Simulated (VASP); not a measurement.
# CoSi (NiAs type) (P6_3/mmc) in VASP: notebook

CoSi (NiAs type) is run at these levels: PBE; tasks: single point.

All numbers are computed with VASP 6.6.1; they aren't measurements. Logs are shortened: lines on timing, memory, paths and dates and some standing lists are left out, and cuts for length are marked.

**1. The cell of the first run**

It takes space group P6_3/mmc (No. 194, hexagonal). Conventional cell: a = 3.076 Å, b = 3.076 Å, c = 4.809 Å, α = 90.00°, β = 90.00°, γ = 120.00°. Co (site symmetry -3m) has 6 Si at 2.14 Å and 2 Co at 2.40 Å within 2.8 Å. Within 2.8 Å of Si (site symmetry -6m2) lie 6 Co at 2.14 Å.

**2. Single point, PBE**

The input, INCAR:

```
SYSTEM = CoSi
PREC = Accurate
ENCUT = 520
EDIFF = 1E-6
ISMEAR = -1
SIGMA = 0.08
LREAL = .FALSE.
LASPH = .TRUE.
NELM = 80
ALGO = Normal
ISIF = 2
LWAVE = .FALSE.
LCHARG = .FALSE.
GGA = PE
NBANDS = 21
```

The input, KPOINTS:

```
Automatic mesh
0
G
  12 12 7
  0 0 0
```

The input, POSCAR:

```
CoSi
1.0
    3.0763310855      0.0000000000      0.0000000000
   -1.5381655428      2.6641808705      0.0000000000
    0.0000000000      0.0000000000      4.8085275035
Co Si
2 2
Direct
    0.0000000000      0.0000000000      0.0000000000
    0.0000000000      0.0000000000      0.5000000000
    0.3333333333      0.6666666667      0.2500000000
    0.6666666667      0.3333333333      0.7500000000
```

Potentials or basis: VASP PAW PBE potentials, release 64 (Co, Si).

Run with:

```
$ cat potpaw_PBE.64/Co/POTCAR potpaw_PBE.64/Si/POTCAR > POTCAR
$ mpirun -np 1 vasp_std > vasp.out
```

OUTCAR:

```text
SYSTEM = CoSi
   PREC = Accurate
   ENCUT = 520
   EDIFF = 1E-6
   ISMEAR = -1
   LREAL = .FALSE.
   LASPH = .TRUE.
   NELM = 80
   ISIF = 2
   GGA = PE

 ion  position               nearest neighbor table
   1  0.000  0.000  0.000-   3 2.14   4 2.14   4 2.14   3 2.14   4 2.14   3 2.14   2 2.40   2 2.40

   2  0.000  0.000  0.500-   3 2.14   4 2.14   4 2.14   3 2.14   4 2.14   3 2.14   1 2.40   1 2.40

   3  0.333  0.667  0.250-   1 2.14   2 2.14   1 2.14   2 2.14   1 2.14   2 2.14   4 2.99   4 2.99
                             4 2.99   4 2.99   4 2.99   4 2.99
   4  0.667  0.333  0.750-   1 2.14   2 2.14   1 2.14   2 2.14   1 2.14   2 2.14   3 2.99   3 2.99
                             3 2.99   3 2.99   3 2.99   3 2.99

  LATTYP: Found a hexagonal cell.
 ALAT       =     3.0763310855
 C/A-ratio  =     1.5630721694

  Lattice vectors:

 A1 = (   3.0763310855,   0.0000000000,   0.0000000000)
 A2 = (  -1.5381655428,   2.6641808705,   0.0000000000)
 A3 = (   0.0000000000,   0.0000000000,   4.8085275035)

Analysis of symmetry for initial positions (statically):
=====================================================================
 Subroutine PRICEL returns:
 Original cell was already a primitive cell.

 Routine SETGRP: Setting up the symmetry group for a
 hexagonal supercell.

 Subroutine GETGRP returns: Found 24 space group operations
 (whereof 12 operations were pure point group operations)
 out of a pool of 24 trial point group operations.

The static configuration has the point symmetry D_3d.
 The point group associated with its full space group is D_6h.

Analysis of symmetry for dynamics (positions and initial velocities):
=====================================================================
 Subroutine PRICEL returns:
 Original cell was already a primitive cell.

 Routine SETGRP: Setting up the symmetry group for a
 hexagonal supercell.

 Subroutine GETGRP returns: Found 24 space group operations
 (whereof 12 operations were pure point group operations)
 out of a pool of 24 trial point group operations.

The dynamic configuration has the point symmetry D_3d.
 The point group associated with its full space group is D_6h.

 Subroutine INISYM returns: Found 24 space group operations
 (whereof 12 operations are pure point group operations),
 and found     1 'primitive' translations

----------------------------------------------------------------------------------------

[... 95 lines left out ...]
   NELM   =     80;   NELMIN=  2; NELMDL= -5     # of ELM steps
   EDIFF  = 0.1E-05   stopping-criterion for ELM
   LREAL  =      F    real-space projection
   EDIFFG = 0.1E-04   stopping-criterion for IOM
   NSW    =      0    number of steps for IOM
   IBRION =     -1    ionic relax: 0-MD 1-quasi-New 2-CG
   NFREE  =      0    steps in history (QN), initial steepest desc. (CG)
   ISIF   =      2    stress and relaxation
   ISYM   =      2    0-nonsym 1-usesym 2-fastsym
   POTIM  = 0.5000    time-step for ionic-motion
   TEBEG  =    0.0;   TEEND  =   0.0 temperature during run
   PSTRESS=    0.0 pullay stress
   NELECT =      26.0000    total number of electrons
   NUPDOWN=      -1.0000    fix difference up-down
   EMIN   =  10.00;   EMAX   =-10.00  energy-range for DOS
   EFERMI =   0.00;   METHOD = LEGACY
   ISMEAR =    -1;   SIGMA  =   0.08  broadening in eV -4-tet -1-fermi 0-gaus
   EFERMI_NEDOS =   21; number of points for ismear=-14 and -15
   IALGO  =     38    algorithm
   IMIX   =      4    mixing-type and parameters
     AMIX     =   0.40;   BMIX     =  1.00
     AMIX_MAG =   1.60;   BMIX_MAG =  1.00
  volume/ion in A,a.u.               =       9.85        66.49
  Fermi-wavevector in a.u.,A,eV,Ry     =   1.425158  2.693158 27.634454  2.031075
  Thomas-Fermi vector in A             =   2.545572
   LORBIT       =      0    0 simple, 1 ext, 2 COOP (PROOUT), +10 PAW based schemes
   GGA     = PE    functional components
   LHFCALC =     F    Hartree Fock is set to
   AEXX    =    0.0000 exact exchange contribution
   IVDW    =     0    specifies the selected vdW correction
   LEPSILON=     F    determine dielectric tensor
   LRPA    =     F    only Hartree local field effects (RPA)
 non-spin polarized calculation
  energy-cutoff  :      520.00
  volume of cell :       39.41
 maximum number of plane-waves:      1085
 NGX is ok and might be reduce to    24
   NGX = 11   NGY = 11   NGZ = 17

 number of electron      25.9999987 magnetization

 Free energy of the ion-electron system (eV)
  ---------------------------------------------------
  ext. energy  EPLUGINS =         0.00000000
  ---------------------------------------------------
  free energy    TOTEN  =       -24.64821587 eV

  energy without entropy =      -24.61496597  energy(sigma->0) =      -24.63159092

 E-fermi :  13.4633     XC(G=0): -13.2744

 val. band max:       13.4242871736   @ k =   0.5000  -0.0000   0.0000
 cond. band min:      13.4980153217   @ k =   0.2500   0.0833   0.0000
 fundamental gap:      0.0737281481
 Fermi energy:        13.4633448364

 k-point     1 :       0.0000    0.0000    0.0000
  band No.  band energies     occupation
      1      -0.5287      2.00000
      2       5.2266      2.00000
      3       5.6176      2.00000
      4       9.1737      2.00000
      5       9.2041      2.00000
      6       9.2041      2.00000
[... 565 lines left out ...]
     20      22.1821      0.00000
     21      23.4176      0.00000

 [... further k-points ...]

------------------------ aborting loop because EDIFF is reached ----------------------------------------

  FORCE on cell =-STRESS in cart. coord.  units (eV):
  Direction    XX          YY          ZZ          XY          YZ          ZX
  --------------------------------------------------------------------------------------
  -------------------------------------------------------------------------------------
  Total       16.6923487     16.6923487     16.7168521     -0.0000000      0.0000000      0.0000000
  in kB      678.6082679    678.6082679    679.6044269     -0.0000000      0.0000000      0.0000000
  external PRESSURE =     678.9403209 kB  Pullay stress =       0.0000000 kB

 VOLUME and BASIS-vectors are now :
 -----------------------------------------------------------------------------
  energy-cutoff  :      520.00
  volume of cell :       39.41
      direct lattice vectors                 reciprocal lattice vectors
     3.076331086  0.000000000  0.000000000     0.325062541  0.187674946  0.000000000
    -1.538165543  2.664180871  0.000000000     0.000000000  0.375349891  0.000000000
     0.000000000  0.000000000  4.808527503     0.000000000  0.000000000  0.207963872

 POSITION                                       TOTAL-FORCE (eV/Angst)
 -----------------------------------------------------------------------------------
      0.00000      0.00000      0.00000        -0.000000     -0.000000      0.000000
      0.00000      0.00000      2.40426        -0.000000     -0.000000      0.000000
     -0.00000      1.77612      1.20213        -0.000000      0.000000     -0.000000
      1.53817      0.88806      3.60640         0.000000     -0.000000      0.000000
 -----------------------------------------------------------------------------------
    total drift:                               -0.000000      0.000000      0.000000

  FREE ENERGIE OF THE ION-ELECTRON SYSTEM (eV)
  ---------------------------------------------------
  free  energy   TOTEN  =       -24.6482158654 eV

  energy  without entropy=      -24.6149659701  energy(sigma->0) =      -24.63159092
```

stdout:

```text
POSCAR found type information on POSCAR CoSi
 POSCAR found :  2 types and       4 ions
 scaLAPACK will be used
 LDA part: xc-table for (Slater+PW92), standard interpolation
 POSCAR, INCAR and KPOINTS ok, starting setup
 FFT: planning ... GRIDC
 FFT: planning ... GRID_SOFT
 FFT: planning ... GRID
 WAVECAR not read
 entering main loop
```

It took 57 s on 1 thread of AMD EPYC 7R13 (Zen 3), shared host; peak memory 0.16 GiB.

What came out:

* Free energy: -24.6482 eV
* Pressure: 67.9 GPa
* Band gap on the k mesh: zero (band 13 reaches 15.76 eV, above the bottom of band 14 at 12.44 eV)

**3. Single point, PBE**

The input, INCAR:

```
SYSTEM = CoSi
PREC = Accurate
ENCUT = 520
EDIFF = 1E-7
ISMEAR = -1
SIGMA = 0.08
LREAL = .False.
LASPH = .True.
NELM = 80
ALGO = Normal
ISIF = 2
LWAVE = .False.
LCHARG = .False.
GGA = PE
NBANDS = 21
```

The input, KPOINTS:

```
regular mesh
0
Gamma
  12 12 7
  0 0 0
```

Changes to POSCAR since step 2:

```diff
@@ -3,3 +3,3 @@
     3.0763310855      0.0000000000      0.0000000000
-   -1.5381655428      2.6641808705      0.0000000000
+   -1.5381655428      2.6641808704      0.0000000000
     0.0000000000      0.0000000000      4.8085275035
```

Potentials or basis: VASP PAW PBE potentials, release 64 (Co, Si).

Run with:

```
$ cat potpaw_PBE.64/Co/POTCAR potpaw_PBE.64/Si/POTCAR > POTCAR
$ mpirun -np 1 vasp_std > vasp.out
```

Wall time 71 s (1 thread of AMD EPYC 7R13 (Zen 3), shared host); peak memory 0.16 GiB.

It converged, with:

```
Free energy            : -24.6482 eV
Pressure               : 68.0 GPa
Band gap on the k mesh : zero (band 13 reaches 15.76 eV, above the bottom of band 14 at 12.44 eV)
```

Stress tensor (GPa, compression positive):
```
67.99  0.00  0.00
 0.00 67.99  0.00
 0.00  0.00 68.09
```

Levels at points of the mesh, in eV from the Fermi level:
```tsv
k point	band 10	band 11	band 12	band 13	band 14	band 15	band 16	band 17
(0.00, 0.00, 0.00)	-2.71	-1.06	-1.06	1.21	4.78	4.78	6.84	7.50
(0.50, 0.00, 0.00)	-1.62	-1.52	-1.09	-0.98	-0.67	-0.04	3.50	3.91
```

Spin polarisation is off, so any magnetic state and its effect on volume and gap are missing.
